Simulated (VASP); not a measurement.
Input of a VASP 6.6.1 run:

INCAR

```
SYSTEM = Pr
ALGO = Normal
EDIFF = 1E-6
ENCUT = 520
GGA = PS
ISIF = 2
ISMEAR = -1
LASPH = .True.
LCHARG = .False.
LREAL = .False.
LWAVE = .False.
NBANDS = 12
NELM = 100
PREC = Accurate
SIGMA = 0.13605693000000002
```

KPOINTS

```
k-points
0
Gamma
  13 13 13
  0 0 0
```

Contents of POSCAR:

```
Pr
1.0
    0.0000000000      2.2240811760      2.2240811760
    2.2240811760      0.0000000000      2.2240811760
    2.2240811760      2.2240811760      0.0000000000
Pr
1
Direct
    0.0000000000      0.0000000000      0.0000000000
```

Potentials or basis: VASP PAW PBE potentials, release 64 (Pr).

Launch:

```bash
$ cat potpaw_PBE.64/Pr/POTCAR > POTCAR
$ mpirun -np 1 vasp_std > vasp.out
```

**Question.** Estimate the pressure.

**Answer.** 0.1 GPa.

Caveat: the PAW data sets were made with another functional, which shifts forces and pressure a little; spin-orbit coupling is left out, which moves the levels of the heavy elements. Spin polarisation is off, so any magnetic state and its effect on volume and gap are missing.
